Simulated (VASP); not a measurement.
Write the native input for VASP 6.6.1 that does the following.

```yaml
Task: single point
Functional: PBE
Potentials_or_basis: VASP PAW PBE potentials, release 64 (Sn_d, O)
Cutoff: 520 eV
k_mesh: 12 × 12 × 12
Occupations: gaussian, width 0.05 eV
Spin: no spin polarisation
Dipole_correction: no
Further_INCAR_settings: ALGO = Normal; EDIFF = 1e-07; NBANDS = 20
```

The structure of SnO2 lies in POSCAR:

```
SnO2
1.0
    1.5874934052      0.9165397449      4.8292069647
   -1.5874934052      0.9165397449      4.8292069647
    0.0000000000     -1.8330794897      4.8292069648
Sn O
1 2
Direct
    0.5000000000      0.5000000000      0.5000000000
    0.2176001231      0.2176001231      0.2176001231
    0.7823998769      0.7823998769      0.7823998769
```

This cell differs from its parent crystal: atoms shifted along a free coordinate.

The input as run:

INCAR

```
PREC     = Accurate       # precision mode
ENCUT    = 520            # plane-wave cutoff, eV
EDIFF    = 1E-7           # SCF threshold, eV
ISMEAR   = 0              # smearing method
SIGMA    = 0.05           # smearing width, eV
LREAL    = False          # projectors in reciprocal space
LASPH    = True           # aspherical terms in the spheres
NELM     = 60             # most SCF steps
ALGO     = Normal         # electronic algorithm
ISIF     = 2              # what is computed and relaxed
LWAVE    = False          # write WAVECAR
LCHARG   = False          # write CHGCAR
GGA      = PE             # functional
NBANDS   = 20             # bands
```

KPOINTS

```
Automatic mesh
0
Gamma
  12 12 12
```

Potentials or basis: VASP PAW PBE potentials, release 64 (Sn_d, O).

The run is started by

```console
$ cat potpaw_PBE.64/Sn_d/POTCAR potpaw_PBE.64/O/POTCAR > POTCAR
$ mpirun -np 1 vasp_std > vasp.out
```

It gave:

The pressure is 39.8 GPa, the largest force is 4.981 eV/Å and the band gap on the k mesh is 2.77 eV (least direct gap 4.07 eV).

Caveat: the cell differs from its parent crystal (atoms shifted along a free coordinate); the cell stands under pressure; spin-orbit coupling is left out, which moves the levels of the heavy elements; forces of over 1 eV/Å act on the atoms, so gaps and moduli don't describe the material at rest.

It took 120 s on 1 thread of Intel(R) Xeon(R) 6975P-C (Granite Rapids) (shared host), peak memory 0.33 GiB.
